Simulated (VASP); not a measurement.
# Rh (Pm-3n) in VASP: further runs

The runs below take Rh through single point, with RPBE.

Program: VASP 6.6.1. These are calculated values, not measurements. Logs are shortened: lines on timing, memory, paths and dates and some standing lists are left out, and cuts for length are marked.

## Step 1: The cell of the first run

Symmetry: Pm-3n, No. 223, cubic system. The conventional cell has a = 4.918 Å, b = 4.918 Å, c = 4.918 Å, α = 90.00°, β = 90.00°, γ = 90.00°. Within 3.6 Å of Rh (site symmetry m-3) lie 12 Rh at 2.75 Å. Rh (site symmetry -4m2) has 14 Rh at 2.46 to 3.01 Å within 3.2 Å.

## Step 2: Single point, RPBE

INCAR

```
SYSTEM = Rh
ALGO = Normal ; EDIFF = 1E-6
ENCUT = 520 ; GGA = RP
ISIF = 2 ; ISMEAR = -1
LASPH = .TRUE. ; LCHARG = .FALSE.
LREAL = .FALSE. ; LWAVE = .FALSE.
NBANDS = 70 ; NELM = 100
PREC = Accurate ; SIGMA = 0.1
```

KPOINTS

```
k-points
0
G
  6 6 6
  0 0 0
```

POSCAR

```
Rh
1.0
    4.9176504303      0.0000000000      0.0000000000
    0.0000000000      4.9176504303      0.0000000000
    0.0000000000      0.0000000000      4.9176504303
Rh
8
Direct
    0.0000000000      0.0000000000      1.0000000000
    0.5000000000      0.5000000000      0.5000000000
    0.2500000000      0.0000000000      0.5000000000
    0.7500000000      0.0000000000      0.5000000000
    0.5000000000      0.2500000000      1.0000000000
    0.5000000000      0.7500000000      1.0000000000
    1.0000000000      0.5000000000      0.2500000000
    1.0000000000      0.5000000000      0.7500000000
```

Potentials or basis: VASP PAW PBE potentials, release 64 (Rh_pv).

Run with:

```console
$ cat potpaw_PBE.64/Rh_pv/POTCAR > POTCAR
$ mpirun -np 1 vasp_std > vasp.out
```

OUTCAR:

```text
SYSTEM = Rh
   EDIFF = 1E-6
   ENCUT = 520
   GGA = RP
   ISIF = 2
   ISMEAR = -1
   LASPH = .TRUE.
   LREAL = .FALSE.
   NELM = 100
   PREC = Accurate

 ion  position               nearest neighbor table
   1  0.000  0.000  0.000-   3 2.75   4 2.75   5 2.75   6 2.75   7 2.75   8 2.75   3 2.75   4 2.75
                             7 2.75   8 2.75   5 2.75   6 2.75
   2  0.500  0.500  0.500-   3 2.75   4 2.75   5 2.75   6 2.75   7 2.75   8 2.75   5 2.75   6 2.75
                             3 2.75   4 2.75   7 2.75   8 2.75
   3  0.250  0.000  0.500-   4 2.46   4 2.46   1 2.75   1 2.75   2 2.75   2 2.75   8 3.01   5 3.01
                             5 3.01   6 3.01   6 3.01   7 3.01   8 3.01   7 3.01
   4  0.750  0.000  0.500-   3 2.46   3 2.46   1 2.75   1 2.75   2 2.75   2 2.75   8 3.01   5 3.01
                             5 3.01   6 3.01   6 3.01   7 3.01   8 3.01   7 3.01
   5  0.500  0.250  0.000-   6 2.46   6 2.46   1 2.75   2 2.75   2 2.75   1 2.75   8 3.01   4 3.01
                             3 3.01   4 3.01   3 3.01   7 3.01   7 3.01   8 3.01
   6  0.500  0.750  0.000-   5 2.46   5 2.46   1 2.75   2 2.75   2 2.75   1 2.75   8 3.01   4 3.01
                             3 3.01   4 3.01   3 3.01   7 3.01   7 3.01   8 3.01
   7  0.000  0.500  0.250-   8 2.46   8 2.46   1 2.75   2 2.75   1 2.75   2 2.75   3 3.01   4 3.01
                             5 3.01   3 3.01   4 3.01   6 3.01   5 3.01   6 3.01
   8  0.000  0.500  0.750-   7 2.46   7 2.46   1 2.75   2 2.75   1 2.75   2 2.75   3 3.01   4 3.01
                             5 3.01   3 3.01   4 3.01   6 3.01   5 3.01   6 3.01

  LATTYP: Found a simple cubic cell.
 ALAT       =     4.9176504303

  Lattice vectors:

 A1 = (   4.9176504303,   0.0000000000,   0.0000000000)
 A2 = (   0.0000000000,   4.9176504303,   0.0000000000)
 A3 = (   0.0000000000,   0.0000000000,   4.9176504303)

Analysis of symmetry for initial positions (statically):
=====================================================================
 Subroutine PRICEL returns:
 Original cell was already a primitive cell.

 Routine SETGRP: Setting up the symmetry group for a
 simple cubic supercell.

 Subroutine GETGRP returns: Found 48 space group operations
 (whereof 24 operations were pure point group operations)
 out of a pool of 48 trial point group operations.

The static configuration has the point symmetry T_h .
 The point group associated with its full space group is O_h .

Analysis of symmetry for dynamics (positions and initial velocities):
=====================================================================
 Subroutine PRICEL returns:
 Original cell was already a primitive cell.

 Routine SETGRP: Setting up the symmetry group for a
 simple cubic supercell.

[... 121 lines left out ...]
   TEBEG  =    0.0;   TEEND  =   0.0 temperature during run
   PSTRESS=    0.0 pullay stress
   NELECT =     120.0000    total number of electrons
   NUPDOWN=      -1.0000    fix difference up-down
   EMIN   =  10.00;   EMAX   =-10.00  energy-range for DOS
   EFERMI =   0.00;   METHOD = LEGACY
   ISMEAR =    -1;   SIGMA  =   0.10  broadening in eV -4-tet -1-fermi 0-gaus
   EFERMI_NEDOS =   21; number of points for ismear=-14 and -15
   IALGO  =     38    algorithm
   IMIX   =      4    mixing-type and parameters
     AMIX     =   0.40;   BMIX     =  1.00
     AMIX_MAG =   1.60;   BMIX_MAG =  1.00
  volume/ion in A,a.u.               =      14.87       100.32
  Fermi-wavevector in a.u.,A,eV,Ry     =   1.642017  3.102962 36.684288  2.696219
  Thomas-Fermi vector in A             =   2.732390
   LORBIT       =      0    0 simple, 1 ext, 2 COOP (PROOUT), +10 PAW based schemes
   GGA     = RP    functional components
   LHFCALC =     F    Hartree Fock is set to
   AEXX    =    0.0000 exact exchange contribution
   IVDW    =     0    specifies the selected vdW correction
   LEPSILON=     F    determine dielectric tensor
   LRPA    =     F    only Hartree local field effects (RPA)
 non-spin polarized calculation
  energy-cutoff  :      520.00
  volume of cell :      118.92
 maximum number of plane-waves:      3218
 NGX is ok and might be reduce to    40
   NGX = 19   NGY = 19   NGZ = 19

 number of electron     120.0000024 magnetization

 Free energy of the ion-electron system (eV)
  ---------------------------------------------------
  ext. energy  EPLUGINS =         0.00000000
  ---------------------------------------------------
  free energy    TOTEN  =       -50.95509941 eV

  energy without entropy =      -50.40923409  energy(sigma->0) =      -50.68216675

 E-fermi :  10.6397     XC(G=0): -13.4051

 val. band max:       10.6319197075   @ k =   0.3333   0.3333   0.0000
 cond. band min:      10.6511549195   @ k =   0.3333   0.3333   0.0000
 fundamental gap:      0.0192352120
 Fermi energy:        10.6397251583

 k-point     1 :       0.0000    0.0000    0.0000
  band No.  band energies     occupation
      1     -36.4851      2.00000
      2     -36.4851      2.00000
      3     -36.4240      2.00000
      4     -36.0091      2.00000
      5     -36.0091      2.00000
      6     -36.0091      2.00000
[... 1449 lines left out ...]
     69      12.1758      0.00000
     70      12.1758      0.00000

------------------------ aborting loop because EDIFF is reached ----------------------------------------

  FORCE on cell =-STRESS in cart. coord.  units (eV):
  Direction    XX          YY          ZZ          XY          YZ          ZX
  --------------------------------------------------------------------------------------
  -------------------------------------------------------------------------------------
  Total        0.0672270      0.0672270      0.0672270     -0.0000000      0.0000000      0.0000000
  in kB        0.9056939      0.9056939      0.9056939     -0.0000000      0.0000000      0.0000000
  external PRESSURE =       0.9056939 kB  Pullay stress =       0.0000000 kB

 VOLUME and BASIS-vectors are now :
 -----------------------------------------------------------------------------
  energy-cutoff  :      520.00
  volume of cell :      118.92
      direct lattice vectors                 reciprocal lattice vectors
     4.917650430  0.000000000  0.000000000     0.203349143  0.000000000  0.000000000
     0.000000000  4.917650430  0.000000000     0.000000000  0.203349143  0.000000000
     0.000000000  0.000000000  4.917650430     0.000000000  0.000000000  0.203349143

 POSITION                                       TOTAL-FORCE (eV/Angst)
 -----------------------------------------------------------------------------------
      0.00000      0.00000      0.00000        -0.000000     -0.000000      0.000000
      2.45883      2.45883      2.45883        -0.000000     -0.000000      0.000000
      1.22941      0.00000      2.45883        -0.000000      0.000000      0.000000
      3.68824      0.00000      2.45883         0.000000     -0.000000     -0.000000
      2.45883      1.22941      0.00000        -0.000000      0.000000     -0.000000
      2.45883      3.68824      0.00000         0.000000     -0.000000      0.000000
      0.00000      2.45883      1.22941        -0.000000      0.000000      0.000000
      0.00000      2.45883      3.68824        -0.000000     -0.000000     -0.000000
 -----------------------------------------------------------------------------------
    total drift:                               -0.000000     -0.000000      0.000000

  FREE ENERGIE OF THE ION-ELECTRON SYSTEM (eV)
  ---------------------------------------------------
  free  energy   TOTEN  =       -50.9550994063 eV

  energy  without entropy=      -50.4092340936  energy(sigma->0) =      -50.68216675
```

OSZICAR:

```text
N       E                     dE             d eps       ncg     rms          rms(c)
DAV:   1     0.167012813081E+04    0.16701E+04   -0.73720E+04  2888   0.197E+03
DAV:   2     0.200377573640E+02   -0.16501E+04   -0.16178E+04  2910   0.631E+02
DAV:   3    -0.519429995733E+02   -0.71981E+02   -0.66248E+02  3208   0.129E+02
DAV:   4    -0.539597830984E+02   -0.20168E+01   -0.19153E+01  3074   0.192E+01
DAV:   5    -0.539945991977E+02   -0.34816E-01   -0.34759E-01  3088   0.241E+00    0.245E+01
DAV:   6    -0.511267847237E+02    0.28678E+01   -0.11475E+01  2854   0.186E+01    0.102E+01
DAV:   7    -0.525342845094E+02   -0.14075E+01   -0.49803E+00  2948   0.183E+01    0.145E+01
DAV:   8    -0.509656652756E+02    0.15686E+01   -0.47450E+00  2918   0.108E+01    0.383E+00
DAV:   9    -0.509549232222E+02    0.10742E-01   -0.96391E-02  2950   0.201E+00    0.275E-01
DAV:  10    -0.509550543601E+02   -0.13114E-03   -0.21173E-03  3142   0.297E-01    0.111E-01
DAV:  11    -0.509551015092E+02   -0.47149E-04   -0.92527E-05  3092   0.570E-02    0.341E-02
DAV:  12    -0.509551001480E+02    0.13612E-05   -0.80330E-06  2580   0.191E-02    0.464E-03
DAV:  13    -0.509550994063E+02    0.74174E-06   -0.91510E-07  1502   0.713E-03
   1 F= -.50955099E+02 E0= -.50682167E+02  d E =-.545865E+00
```

Wall time 2.9 min (1 thread of Intel Xeon Platinum 8175M at 2.50GHz (Skylake/Cascade Lake), shared host); peak memory 0.29 GiB.

What came out:

* Free energy: -50.9551 eV
* Pressure: 0.1 GPa
* Band gap on the k mesh: zero (bands 60 and 61 overlap by 0.40 eV)

Caveat: the PAW data sets were made with another functional, which shifts forces and pressure a little.

## Step 3: Single point, RPBE

INCAR

```
ALGO = Normal ; EDIFF = 1E-6
ENCUT = 520 ; GGA = RP
ISIF = 2 ; ISMEAR = -1
LASPH = True ; LCHARG = False
LREAL = False ; LWAVE = False
NBANDS = 70 ; NELM = 80
PREC = Accurate ; SIGMA = 0.1
```

KPOINTS

```
k-points
0
Gamma
  7 7 7
```

POSCAR is that of step 2.

Potentials or basis: VASP PAW PBE potentials, release 64 (Rh_pv).

Run with:

```console
$ cat potpaw_PBE.64/Rh_pv/POTCAR > POTCAR
$ mpirun -np 1 vasp_std > vasp.out
```

Run time: 2.7 min. Hardware: 1 thread of Intel Xeon Platinum 8175M at 2.50GHz (Skylake/Cascade Lake), shared host; peak memory 0.29 GiB.

It converged, with:

```
Free energy            : -50.9401 eV
Pressure               : 0.1 GPa
Band gap on the k mesh : zero (bands 60 and 61 overlap by 0.35 eV)
```

Levels at points of the mesh, in eV from the Fermi level:
| k point | band 56 | band 57 | band 58 | band 59 | band 60 | band 61 | band 62 | band 63 | band 64 | band 65 |
| --- | --- | --- | --- | --- | --- | --- | --- | --- | --- | --- |
| (0.00, 0.00, 0.00) | -0.74 | -0.74 | -0.29 | -0.29 | 0.21 | 0.21 | 0.21 | 0.57 | 0.57 | 0.57 |

Caveat: the PAW data sets were made with another functional, which shifts forces and pressure a little.

The gap in the log of VASP goes by the Fermi energy; the results here count the filled bands.